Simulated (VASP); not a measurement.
# TiH2: relaxation of shape and atoms at fixed volume with PBEsol

The system is TiH2.

```
Ti H
1.0
    -1.60378    1.60378    2.09022
     1.60378   -1.60378    2.09022
     1.60378    1.60378   -2.09022
Ti H
1 2
Direct
  0.00000 0.00000 0.00000
  0.75000 0.25000 0.50000
  0.25000 0.75000 0.50000
```

| Quantity | Value |
| --- | --- |
| Program | VASP 6.6.1 |
| Task | relaxation of shape and atoms at fixed volume |
| Functional | PBEsol |
| Potentials or basis | VASP PAW PBE potentials, release 64 (Ti_sv, H) |
| Cutoff | 600 eV |
| k mesh | 18 × 18 × 18 |
| Occupations | gaussian, width 0.1 eV |
| Spin | no spin polarisation |
| Dipole correction | no |
| Further INCAR settings | ALGO = Normal; EDIFF = 1e-06; IBRION = 2; EDIFFG = -0.01; NSW = 50; ISIF = 4 |

| Item | Value |
| --- | --- |
| Energy gained by relaxing | 0.0 meV/atom |
| Ionic steps | 3 |
| Pressure after relaxing | -4.1 GPa |
| Band gap on the k mesh | zero (bands 7 and 8 overlap by 0.68 eV) |

Stress tensor (GPa, compression positive):
```
-4.18  0.00  0.00
 0.00 -4.18  0.00
 0.00  0.00 -3.94
```

Step by step:
```tsv
step	energy change (eV)	largest force (eV/Å)	pressure (GPa)	volume (Å³)
1	0.0000	0.0000	-4.14	21.51
2	0.0000	0.0000	-4.13	21.51
3	-0.0001	0.0000	-4.10	21.51
```

Final structure:
```cif
data_structure
_symmetry_space_group_name_H-M 'P 1'
_symmetry_Int_Tables_number 1
_cell_length_a 3.0859
_cell_length_b 3.0859
_cell_length_c 3.0859
_cell_angle_alpha 117.467
_cell_angle_beta 117.467
_cell_angle_gamma 94.446
_cell_volume 21.51
loop_
_atom_site_label
_atom_site_type_symbol
_atom_site_fract_x
_atom_site_fract_y
_atom_site_fract_z
_atom_site_occupancy
Ti1 Ti 0.00000 0.00000 0.00000 1
H1 H 0.75000 0.25000 0.50000 1
H2 H 0.25000 0.75000 0.50000 1
```

Levels at points of the mesh, in eV from the Fermi level:
| k point | band 5 | band 6 | band 7 | band 8 | band 9 | band 10 |
| --- | --- | --- | --- | --- | --- | --- |
| (0.00, 0.00, 0.00) | -10.53 | -0.38 | -0.38 | -0.01 | 0.78 | 1.22 |
| (0.50, 0.00, 0.00) | -7.27 | -5.10 | -0.45 | 0.15 | 2.18 | 2.46 |
| (0.50, 0.50, 0.00) | -5.64 | -5.48 | -3.08 | 2.21 | 2.40 | 2.64 |
| (0.50, 0.50, 0.50) | -6.35 | -4.40 | -2.98 | 2.42 | 2.47 | 2.47 |

It took 5.1 min on 1 thread of Intel Xeon 8259CL (shared host), peak memory 0.3 GiB.

Caveat: the PAW data sets were made with another functional, which shifts forces and pressure a little.
